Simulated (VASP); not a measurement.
# Sb in VASP: single point with revPBE+D3(BJ)

Aim: the single point of Sb with revPBE+D3(BJ).

All numbers are computed with VASP 6.6.1; they aren't measurements. Logs are shortened: lines on timing, memory, paths and dates and some standing lists are left out, and cuts for length are marked.

## (1) The cell of the first run

The cell holds a sheet with vacuum, 2 atoms: a = 4.059 Å, b = 4.059 Å, c = 27.100 Å, α = 90.00°, β = 90.00°, γ = 120.00°.

## (2) Single point, revPBE+D3(BJ)

File INCAR:

```
PREC = Accurate
ENCUT = 400
EDIFF = 1E-6
ISMEAR = 0
SIGMA = 0.03
LREAL = False
LASPH = True
NELM = 120
ALGO = Normal
ISIF = 2
LWAVE = False
LCHARG = False
LDIPOL = True
IDIPOL = 3
DIPOL = 0.5 0.5 0.289
GGA = RE
IVDW = 12
NBANDS = 22
GGA_COMPAT = False
NELMDL = -8
```

File KPOINTS:

```
Automatic mesh
0
Gamma
  12 12 1
```

File POSCAR:

```
Sb
1.0
    4.0587738983      0.0000000000      0.0000000000
   -2.0293869492      3.5150013042      0.0000000000
    0.0000000000      0.0000000000     27.1000000030
Sb
2
Direct
    0.3333333333      0.6666666667      0.2580857553
    0.6666666667      0.3333333333      0.3194050196
```

Potentials or basis: VASP PAW PBE potentials, release 64 (Sb_d_GW).

Started as:

```
$ cat potpaw_PBE.64/Sb_d_GW/POTCAR > POTCAR
$ mpirun -np 1 vasp_std > vasp.out
```

OUTCAR:

```text
PREC = Accurate
   ENCUT = 400
   EDIFF = 1E-6
   ISMEAR = 0
   LREAL = False
   LASPH = True
   NELM = 120
   ISIF = 2
   GGA = RE
   IVDW = 12
   NELMDL = -8
 IVDW          = 12

 ion  position               nearest neighbor table
   1  0.333  0.667  0.258-   2 2.87   2 2.87   2 2.87
   2  0.667  0.333  0.319-   1 2.87   1 2.87   1 2.87

  LATTYP: Found a hexagonal cell.
 ALAT       =     4.0587738983
 C/A-ratio  =     6.6768932397

  Lattice vectors:

 A1 = (   4.0587738983,   0.0000000000,   0.0000000000)
 A2 = (  -2.0293869492,   3.5150013042,   0.0000000000)
 A3 = (   0.0000000000,   0.0000000000,  27.1000000030)

Analysis of symmetry for initial positions (statically):
=====================================================================
 Subroutine PRICEL returns:
 Original cell was already a primitive cell.

 Routine SETGRP: Setting up the symmetry group for a
 hexagonal supercell.

 Subroutine GETGRP returns: Found 12 space group operations
 (whereof  6 operations were pure point group operations)
 out of a pool of 24 trial point group operations.

The static configuration has the point symmetry C_3v.
 The point group associated with its full space group is D_3d.

Analysis of symmetry for dynamics (positions and initial velocities):
=====================================================================
 Subroutine PRICEL returns:
 Original cell was already a primitive cell.

 Routine SETGRP: Setting up the symmetry group for a
 hexagonal supercell.

 Subroutine GETGRP returns: Found 12 space group operations
 (whereof  6 operations were pure point group operations)
 out of a pool of 24 trial point group operations.

The dynamic configuration has the point symmetry C_3v.
 The point group associated with its full space group is D_3d.

 Subroutine INISYM returns: Found 12 space group operations
 (whereof  6 operations are pure point group operations),
 and found     1 'primitive' translations

----------------------------------------------------------------------------------------

                                     Primitive cell

  volume of cell :     386.6247

  direct lattice vectors                    reciprocal lattice vectors
     4.058773898  0.000000000  0.000000000     0.246379824  0.142247458  0.000000000
    -2.029386949  3.515001304  0.000000000     0.000000000  0.284494916  0.000000000
     0.000000000  0.000000000 27.100000003     0.000000000  0.000000000  0.036900369

  length of vectors
     4.058773898  4.058773898 27.100000003     0.284494916  0.284494916  0.036900369

  position of ions in fractional coordinates (direct lattice)
     0.333333333  0.666666667  0.258085755
     0.666666667  0.333333333  0.319405020

  ion indices of the primitive-cell ions
   primitive index   ion index
                 1           1
                 2           2

----------------------------------------------------------------------------------------

 KPOINTS: Automatic mesh

Automatic generation of k-mesh.
 Grid dimensions read from file:
 generate k-points for:   12   12    1

 Generating k-lattice:

  Cartesian coordinates                     Fractional coordinates (reciprocal lattice)
     0.020531652  0.011853955  0.000000000     0.083333333  0.000000000  0.000000000
     0.000000000  0.023707910  0.000000000     0.000000000  0.083333333  0.000000000
     0.000000000  0.000000000  0.036900369     0.000000000  0.000000000  1.000000000

  Length of vectors
     0.023707910  0.023707910  0.036900369

  Shift w.r.t. Gamma in fractional coordinates (k-lattice)
     0.000000000  0.000000000  0.000000000

 Subroutine IBZKPT returns following result:
 ===========================================

 Found     19 irreducible k-points:

 Following reciprocal coordinates:
            Coordinates               Weight
  0.000000  0.000000  0.000000      1.000000
  0.083333 -0.000000  0.000000      6.000000
  0.166667  0.000000  0.000000      6.000000
  0.250000  0.000000  0.000000      6.000000
  0.333333  0.000000  0.000000      6.000000
  0.416667 -0.000000  0.000000      6.000000
[... 11 lines left out ...]
  0.333333  0.250000  0.000000     12.000000
  0.333333  0.333333  0.000000      2.000000
   k-points           NKPTS =     19   k-points in BZ     NKDIM =     19   number of bands    NBANDS=     22
   number of dos      NEDOS =    301   number of ions     NIONS =      2
   total plane-waves  NPLWV = 141120
   dimension x,y,z NGX =    28 NGY =   28 NGZ =  180
   dimension x,y,z NGXF=    56 NGYF=   56 NGZF=  360
   ions per type =               2
   NGX,Y,Z   is equivalent  to a cutoff of  11.47, 11.47, 11.04 a.u.
   NGXF,Y,Z  is equivalent  to a cutoff of  22.94, 22.94, 22.08 a.u.
 SYSTEM =  unknown system
   PREC   = accura    normal or accurate (medium, high low for compatibility)
   ISTART =      0    job   : 0-new  1-cont  2-samecut
   ICHARG =      2    charge: 1-file 2-atom 10-const
   ISPIN  =      1    spin polarized calculation?
   LNONCOLLINEAR =      F non collinear calculations
   LSORBIT =      F    spin-orbit coupling
   LASPH  =      T    aspherical Exc in radial PAW
   ENCUT  =  400.0 eV  29.40 Ry    5.42 a.u.   6.62  6.62 44.19*2*pi/ulx,y,z
   NELM   =    120;   NELMIN=  2; NELMDL= -8     # of ELM steps
   EDIFF  = 0.1E-05   stopping-criterion for ELM
   LREAL  =      F    real-space projection
   EDIFFG = 0.1E-04   stopping-criterion for IOM
   NSW    =      0    number of steps for IOM
   IBRION =     -1    ionic relax: 0-MD 1-quasi-New 2-CG
   NFREE  =      0    steps in history (QN), initial steepest desc. (CG)
   ISIF   =      2    stress and relaxation
   ISYM   =      2    0-nonsym 1-usesym 2-fastsym
   POTIM  = 0.5000    time-step for ionic-motion
   TEBEG  =    0.0;   TEEND  =   0.0 temperature during run
   PSTRESS=    0.0 pullay stress
   NELECT =      30.0000    total number of electrons
   NUPDOWN=      -1.0000    fix difference up-down
   EMIN   =  10.00;   EMAX   =-10.00  energy-range for DOS
   EFERMI =   0.00;   METHOD = LEGACY
   ISMEAR =     0;   SIGMA  =   0.03  broadening in eV -4-tet -1-fermi 0-gaus
   EFERMI_NEDOS =   21; number of points for ismear=-14 and -15
   IALGO  =     38    algorithm
   IMIX   =      4    mixing-type and parameters
     AMIX     =   0.40;   BMIX     =  1.00
     AMIX_MAG =   1.60;   BMIX_MAG =  1.00
  volume/ion in A,a.u.               =     193.31      1304.54
  Fermi-wavevector in a.u.,A,eV,Ry     =   0.698262  1.319525  6.633799  0.487570
  Thomas-Fermi vector in A             =   1.781818
   LORBIT       =      0    0 simple, 1 ext, 2 COOP (PROOUT), +10 PAW based schemes
   GGA     = RE    functional components
   LHFCALC =     F    Hartree Fock is set to
   AEXX    =    0.0000 exact exchange contribution
   IVDW    =    12    specifies the selected vdW correction
   LEPSILON=     F    determine dielectric tensor
   LRPA    =     F    only Hartree local field effects (RPA)
 non-spin polarized calculation
 Gauss-broadening in eV      SIGMA  =   0.03
  energy-cutoff  :      400.00
  volume of cell :      386.62
 maximum number of plane-waves:      7097
 NGX is ok and might be reduce to    28
   NGX = 13   NGY = 13   NGZ = 89

 dipolmoment           0.000000      0.000000      0.000002 electrons x Angstroem

 number of electron      29.9999967 magnetization

 dipolmoment           0.000000      0.000000     -0.000001 electrons x Angstroem

 Free energy of the ion-electron system (eV)
  ---------------------------------------------------
  ext. energy  EPLUGINS =         0.00000000
  ---------------------------------------------------
  free energy    TOTEN  =        -7.66213149 eV

  energy without entropy =       -7.66213149  energy(sigma->0) =       -7.66213149

 E-fermi :  -2.8607     XC(G=0):  -2.0970

 val. band max:       -3.0779096996   @ k =   0.0000   0.0000   0.0000
 cond. band min:      -1.9047743994   @ k =   0.3333   0.0000   0.0000
 fundamental gap:      1.1731353001
 Fermi energy:        -2.8607159437

 k-point     1 :       0.0000    0.0000    0.0000
  band No.  band energies     occupation
      1     -31.8161      2.00000
      2     -31.8161      2.00000
      3     -31.7421      2.00000
      4     -31.7421      2.00000
      5     -31.6968      2.00000
      6     -31.6316      2.00000
[... 14 lines left out ...]
     21       1.5784      0.00000
     22       1.8331      0.00000

 k-point     2 :       0.0833   -0.0000    0.0000
  band No.  band energies     occupation
      1     -31.8155      2.00000
      2     -31.8124      2.00000
      3     -31.7417      2.00000
      4     -31.7398      2.00000
      5     -31.6957      2.00000
      6     -31.6332      2.00000
[... 14 lines left out ...]
     21       1.6631      0.00000
     22       1.9213      0.00000

 k-point     3 :       0.1667    0.0000    0.0000
  band No.  band energies     occupation
      1     -31.8140      2.00000
      2     -31.8018      2.00000
      3     -31.7404      2.00000
      4     -31.7331      2.00000
      5     -31.6921      2.00000
      6     -31.6378      2.00000
[... 14 lines left out ...]
     21       1.9106      0.00000
     22       2.1731      0.00000
[... 351 lines left out ...]
 k-point    18 :       0.3333    0.2500    0.0000
  band No.  band energies     occupation
      1     -31.8076      2.00000
      2     -31.7287      2.00000
      3     -31.7134      2.00000
      4     -31.6954      2.00000
      5     -31.6880      2.00000
      6     -31.6613      2.00000
[... 14 lines left out ...]
     21       3.8426      0.00000
     22       4.3560      0.00000

 k-point    19 :       0.3333    0.3333    0.0000
  band No.  band energies     occupation
      1     -31.8075      2.00000
      2     -31.7121      2.00000
      3     -31.7121      2.00000
      4     -31.7117      2.00000
      5     -31.6733      2.00000
      6     -31.6733      2.00000
[... 14 lines left out ...]
     21       4.3016      0.00000
     22       4.8305      0.00000

------------------------ aborting loop because EDIFF is reached ----------------------------------------

 vacuum level on the upper side and lower side of the slab       (xc-potential included)        -0.013        -0.013

 Edisp (eV)   -0.92195

 E8    (eV) :    -0.6876

  FORCE on cell =-STRESS in cart. coord.  units (eV):
  Direction    XX          YY          ZZ          XY          YZ          ZX
  --------------------------------------------------------------------------------------
  -------------------------------------------------------------------------------------
  Total      -0.14145    -0.14145    -0.13563     0.00000     0.00000     0.00000
  in kB      -0.58617    -0.58617    -0.56204     0.00000     0.00000     0.00000
  external pressure =       -0.58 kB  Pullay stress =        0.00 kB

 VOLUME and BASIS-vectors are now :
 -----------------------------------------------------------------------------
  energy-cutoff  :      400.00
  volume of cell :      386.62
      direct lattice vectors                 reciprocal lattice vectors
     4.058773898  0.000000000  0.000000000     0.246379824  0.142247458  0.000000000
    -2.029386949  3.515001304  0.000000000     0.000000000  0.284494916  0.000000000
     0.000000000  0.000000000 27.100000003     0.000000000  0.000000000  0.036900369

 POSITION                                       TOTAL-FORCE (eV/Angst)
 -----------------------------------------------------------------------------------
     -0.00000      2.34333      6.99412        -0.000000     -0.000000      0.000835
      2.02939      1.17167      8.65588         0.000000      0.000000     -0.000835
 -----------------------------------------------------------------------------------
    total drift:                               -0.000000     -0.000000      0.000100

  FREE ENERGIE OF THE ION-ELECTRON SYSTEM (eV)
  ---------------------------------------------------
  free  energy   TOTEN  =        -8.5840864200 eV

  energy  without entropy=       -8.5840864200  energy(sigma->0) =       -8.58408642

 vacuum level on the upper side and lower side of the slab         1.460         1.460
```

Run time: 2.6 min. Hardware: 1 thread of AMD EPYC 7R13 (Zen 3), shared host; peak memory 0.4 GiB.

What came out:

| Quantity | Value |
| --- | --- |
| Free energy | -8.5841 eV |
| Band gap on the k mesh | 1.17 eV (least direct gap 1.72 eV) |
| Dispersion energy per atom | -0.461 eV |

Caveat: the PAW data sets were made with another functional, which shifts forces and pressure a little; spin-orbit coupling is left out, which moves the levels of the heavy elements.
